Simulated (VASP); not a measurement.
# C (I4_1/amd) in VASP: single point with PBE

Aim: the single point of C with PBE.

Everything below comes from runs of VASP 6.6.1. Logs are shortened: lines on timing, memory, paths and dates and some standing lists are left out, and cuts for length are marked.

## Step 1: The cell of the first run

Symmetry: I4_1/amd, No. 141, tetragonal system. Conventional cell: a = 2.618 Å, b = 2.618 Å, c = 3.530 Å, α = 90.00°, β = 90.00°, γ = 90.00°. Within 2.1 Å of C (site symmetry -4m2) lie 4 C at 1.58 Å.

## Step 2: Single point, PBE (epitaxial xy strain +4.0%)

Input file INCAR:

```
ALGO = Normal
EDIFF = 1E-7
ENCUT = 520
GGA = PE
ISIF = 2
ISMEAR = 0
LASPH = T
LCHARG = F
LREAL = F
LWAVE = F
NBANDS = 11
NELM = 80
PREC = Accurate
SIGMA = 0.01
```

Input file KPOINTS:

```
k-points
0
Gamma
  6 6 6
```

Input file POSCAR:

```
C
1.0
    0.0000000000      1.8513291082      1.7651985347
    1.8513291082      0.0000000000      1.7651985347
    1.8513291082      1.8513291082      0.0000000000
C
2
Direct
    0.0000000000      0.0000000000      0.0000000000
    0.2500000000      0.2500000000      0.2500000000
```

Potentials or basis: VASP PAW PBE potentials, release 64 (C).

Run with:

```
$ cat potpaw_PBE.64/C/POTCAR > POTCAR
$ mpirun -np 1 vasp_std > vasp.out
```

OUTCAR:

```text
EDIFF = 1E-7
   ENCUT = 520
   GGA = PE
   ISIF = 2
   ISMEAR = 0
   LASPH = T
   LREAL = F
   NELM = 80
   PREC = Accurate

 ion  position               nearest neighbor table
   1  0.000  0.000  0.000-   2 1.58   2 1.58   2 1.58   2 1.58
   2  0.250  0.250  0.250-   1 1.58   1 1.58   1 1.58   1 1.58

  LATTYP: Found a body centered tetragonal cell.
 ALAT       =     2.6181747332
 C/A-ratio  =     1.3484191962

  Lattice vectors:

 A1 = (   0.0000000000,  -1.8513291082,  -1.7651985347)
 A2 = (   0.0000000000,   1.8513291082,  -1.7651985347)
 A3 = (   1.8513291082,   0.0000000000,   1.7651985347)

Analysis of symmetry for initial positions (statically):
=====================================================================
 Subroutine PRICEL returns:
 Original cell was already a primitive cell.

 Routine SETGRP: Setting up the symmetry group for a
 body centered tetragonal supercell.

 Subroutine GETGRP returns: Found 16 space group operations
 (whereof  8 operations were pure point group operations)
 out of a pool of 16 trial point group operations.

The static configuration has the point symmetry D_2d.
 The point group associated with its full space group is D_4h.

Analysis of symmetry for dynamics (positions and initial velocities):
=====================================================================
 Subroutine PRICEL returns:
 Original cell was already a primitive cell.

 Routine SETGRP: Setting up the symmetry group for a
 body centered tetragonal supercell.

 Subroutine GETGRP returns: Found 16 space group operations
 (whereof  8 operations were pure point group operations)
 out of a pool of 16 trial point group operations.

The dynamic configuration has the point symmetry D_2d.
 The point group associated with its full space group is D_4h.

 Subroutine INISYM returns: Found 16 space group operations
 (whereof  8 operations are pure point group operations),
 and found     1 'primitive' translations

----------------------------------------------------------------------------------------

                                     Primitive cell

  volume of cell :      12.1002

  direct lattice vectors                    reciprocal lattice vectors
     0.000000000  1.851329108  1.765198535    -0.270076238  0.270076238  0.283254257
     1.851329108  0.000000000  1.765198535     0.270076238 -0.270076238  0.283254257
     1.851329108  1.851329108  0.000000000     0.270076238  0.270076238 -0.283254257

  length of vectors
     2.557996351  2.557996351  2.618174733     0.475515849  0.475515849  0.475515849
[... 84 lines left out ...]
   NSW    =      0    number of steps for IOM
   IBRION =     -1    ionic relax: 0-MD 1-quasi-New 2-CG
   NFREE  =      0    steps in history (QN), initial steepest desc. (CG)
   ISIF   =      2    stress and relaxation
   ISYM   =      2    0-nonsym 1-usesym 2-fastsym
   POTIM  = 0.5000    time-step for ionic-motion
   TEBEG  =    0.0;   TEEND  =   0.0 temperature during run
   PSTRESS=    0.0 pullay stress
   NELECT =       8.0000    total number of electrons
   NUPDOWN=      -1.0000    fix difference up-down
   EMIN   =  10.00;   EMAX   =-10.00  energy-range for DOS
   EFERMI =   0.00;   METHOD = LEGACY
   ISMEAR =     0;   SIGMA  =   0.01  broadening in eV -4-tet -1-fermi 0-gaus
   EFERMI_NEDOS =   21; number of points for ismear=-14 and -15
   IALGO  =     38    algorithm
   IMIX   =      4    mixing-type and parameters
     AMIX     =   0.40;   BMIX     =  1.00
     AMIX_MAG =   1.60;   BMIX_MAG =  1.00
  volume/ion in A,a.u.               =       6.05        40.83
  Fermi-wavevector in a.u.,A,eV,Ry     =   1.426181  2.695091 27.674133  2.033991
  Thomas-Fermi vector in A             =   2.546485
   LORBIT       =      0    0 simple, 1 ext, 2 COOP (PROOUT), +10 PAW based schemes
   GGA     = PE    functional components
   LHFCALC =     F    Hartree Fock is set to
   AEXX    =    0.0000 exact exchange contribution
   IVDW    =     0    specifies the selected vdW correction
   LEPSILON=     F    determine dielectric tensor
   LRPA    =     F    only Hartree local field effects (RPA)
 non-spin polarized calculation
 Gauss-broadening in eV      SIGMA  =   0.01
  energy-cutoff  :      520.00
  volume of cell :       12.10
 maximum number of plane-waves:       338
   NGX =  9   NGY =  9   NGZ =  9

 number of electron       8.0000002 magnetization

 Free energy of the ion-electron system (eV)
  ---------------------------------------------------
  ext. energy  EPLUGINS =         0.00000000
  ---------------------------------------------------
  free energy    TOTEN  =       -18.07795048 eV

  energy without entropy =      -18.07795048  energy(sigma->0) =      -18.07795048

 E-fermi :   9.3478     XC(G=0): -12.9309

 val. band max:        9.2585262059   @ k =   0.0000   0.0000   0.0000
 cond. band min:      12.1342611401   @ k =   0.3333   0.3333   0.0000
 fundamental gap:      2.8757349342
 Fermi energy:         9.3478301993

 k-point     1 :       0.0000    0.0000    0.0000
  band No.  band energies     occupation
      1     -11.8051      2.00000
      2       8.6078      2.00000
      3       8.6078      2.00000
      4       9.2585      2.00000
      5      13.8757      0.00000
      6      14.4475      0.00000
      7      14.4475      0.00000
      8      20.6735      0.00000
      9      27.3361      0.00000
     10      33.4952      0.00000
     11      34.8615      0.00000
[... 309 lines left out ...]
 k-point    24 :       0.5000    0.0000    0.3333
  band No.  band energies     occupation
      1      -5.6671      2.00000
      2      -1.2207      2.00000
      3       1.6925      2.00000
      4       3.7620      2.00000
      5      14.2902      0.00000
      6      17.2467      0.00000
      7      22.3518      0.00000
      8      23.3755      0.00000
      9      28.7715      0.00000
     10      30.8330      0.00000
     11      37.1947      0.00000

 [... further k-points ...]
[... 5 lines left out ...]
  --------------------------------------------------------------------------------------
  -------------------------------------------------------------------------------------
  Total       -2.7086359     -2.7086359      0.2462607      0.0000000     -0.0000000      0.0000000
  in kB     -358.6496357   -358.6496357     32.6072967      0.0000000     -0.0000000      0.0000000
  external PRESSURE =    -228.2306582 kB  Pullay stress =       0.0000000 kB

 VOLUME and BASIS-vectors are now :
 -----------------------------------------------------------------------------
  energy-cutoff  :      520.00
  volume of cell :       12.10
      direct lattice vectors                 reciprocal lattice vectors
     0.000000000  1.851329108  1.765198535    -0.270076238  0.270076238  0.283254257
     1.851329108  0.000000000  1.765198535     0.270076238 -0.270076238  0.283254257
     1.851329108  1.851329108  0.000000000     0.270076238  0.270076238 -0.283254257

 POSITION                                       TOTAL-FORCE (eV/Angst)
 -----------------------------------------------------------------------------------
      0.00000      0.00000      0.00000         0.000000      0.000000      0.000000
      0.92566      0.92566      0.88260        -0.000000     -0.000000     -0.000000
 -----------------------------------------------------------------------------------
    total drift:                                0.000000      0.000000      0.000000

  FREE ENERGIE OF THE ION-ELECTRON SYSTEM (eV)
  ---------------------------------------------------
  free  energy   TOTEN  =       -18.0779504831 eV

  energy  without entropy=      -18.0779504831  energy(sigma->0) =      -18.07795048
```

stdout:

```text
POSCAR found type information on POSCAR C
 POSCAR found :  1 types and       2 ions
 scaLAPACK will be used
 LDA part: xc-table for (Slater+PW92), standard interpolation
 POSCAR, INCAR and KPOINTS ok, starting setup
 FFT: planning ... GRIDC
 FFT: planning ... GRID_SOFT
 FFT: planning ... GRID
 WAVECAR not read
 entering main loop
```

Run time: 3.9 s. Hardware: 1 thread of AMD EPYC 7R43 (Zen 3), shared host; peak memory 0.08 GiB.

Results:

| Quantity | Value |
| --- | --- |
| Free energy | -18.0780 eV |
| Pressure | -22.8 GPa |
| Band gap on the k mesh | 2.88 eV, indirect (least direct gap 4.62 eV) |

Caveat: the k points lie up to 0.50 Å⁻¹ apart; the cell differs from its parent crystal (epitaxial xy strain +4.0%).
